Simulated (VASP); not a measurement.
The system is AlH5.

```
Al H
1.0
     3.19185    0.00000    0.00000
    -1.59592    2.76422    0.00000
     0.00000    0.00000    6.39227
Al H
1 5
Direct
  0.33333 0.66667 0.00000
  0.66667 0.33333 0.50000
  0.44959 0.55041 0.50000
  0.44959 0.89919 0.50000
  0.10081 0.55041 0.50000
  0.00000 0.00000 0.50000
```

The cell was generated, and may not be a known phase.

| Quantity | Value |
| --- | --- |
| Program | VASP 6.6.1 |
| Task | relaxation of cell and atoms |
| Functional | PBE |
| Potentials or basis | VASP PAW PBE potentials, release 64 (Al, H_h) |
| Cutoff | 1230 eV |
| k mesh | 6 × 6 × 4 |
| Occupations | gaussian, width 0.1 eV |
| Spin | no spin polarisation |

At the start: pressure -3.8 GPa; volume 9.40 Å³/atom.

**Question.** How do energy, volume and symmetry change on relaxing?

**Answer.** Over 6 steps the energy falls by 16.7 meV/atom and the volume is 8.26 Å³/atom (-12.1 %); space group P-6m2 (No. 187, to 0.1 Å) before and after.

The path:
```tsv
step	energy change (eV)	largest force (eV/Å)	pressure (GPa)	volume (Å³)
1	0.0000	0.0485	-3.76	56.40
2	-0.0440	0.0609	-2.91	54.61
3	-0.0790	0.2606	-0.77	51.82
4	-0.0795	0.2971	-0.37	51.39
5	-0.0939	0.1651	-0.15	50.56
6	-0.1000	0.0178	0.19	49.59
```

Final structure:
```cif
data_structure
_symmetry_space_group_name_H-M 'P 1'
_symmetry_Int_Tables_number 1
_cell_length_a 3.0284
_cell_length_b 3.0284
_cell_length_c 6.2430
_cell_angle_alpha 90.000
_cell_angle_beta 90.000
_cell_angle_gamma 120.000
_cell_volume 49.59
loop_
_atom_site_label
_atom_site_type_symbol
_atom_site_fract_x
_atom_site_fract_y
_atom_site_fract_z
_atom_site_occupancy
Al1 Al 0.33333 0.66667 0.00000 1
H1 H 0.66667 0.33333 0.50000 1
H2 H 0.45609 0.54391 0.50000 1
H3 H 0.45609 0.91217 0.50000 1
H4 H 0.08783 0.54391 0.50000 1
H5 H 0.00000 0.00000 0.50000 1
```

Caveat: the k points lie up to 0.40 Å⁻¹ apart in the final cell, too coarse for converged energies and pressures of a metal.
